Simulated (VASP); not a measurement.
Input of a VASP 6.6.1 run:

Contents of INCAR:

```
SYSTEM = Hf4Te
PREC = Accurate
ENCUT = 520
EDIFF = 1E-7
ISMEAR = 0
SIGMA = 0.1
LREAL = .False.
LASPH = .True.
NELM = 80
ALGO = Fast
ISIF = 2
LWAVE = .False.
LCHARG = .True.
GGA = PE
LELF = .True.
LVHAR = .True.
NBANDS = 31
```

The input KPOINTS:

```
Automatic mesh
0
Gamma
  6 6 6
  0 0 0
```

POSCAR

```
Hf4Te
1.0
   -2.7184029753      2.7184029753      4.2368431262
    2.7184029753     -2.7184029753      4.2368431262
    2.7184029753      2.7184029753     -4.2368431262
Hf Te
4 1
Direct
    0.3230361697      0.3230361697      0.0000000000
    0.6769638303      0.6769638303      0.0000000000
    0.5000000000      0.0000000000      0.5000000000
    0.0000000000      0.5000000000      0.5000000000
    0.0000000000      0.0000000000      0.0000000000
```

Potentials or basis: VASP PAW PBE potentials, release 64 (Hf_pv, Te).

Run with:

```console
$ cat potpaw_PBE.64/Hf_pv/POTCAR potpaw_PBE.64/Te/POTCAR > POTCAR
$ mpirun -np 1 vasp_std > vasp.out
```

(1) Predict the largest force.

(2) Predict the pressure.

Results:

(1) 0.033 eV/Å.

(2) -0.1 GPa.
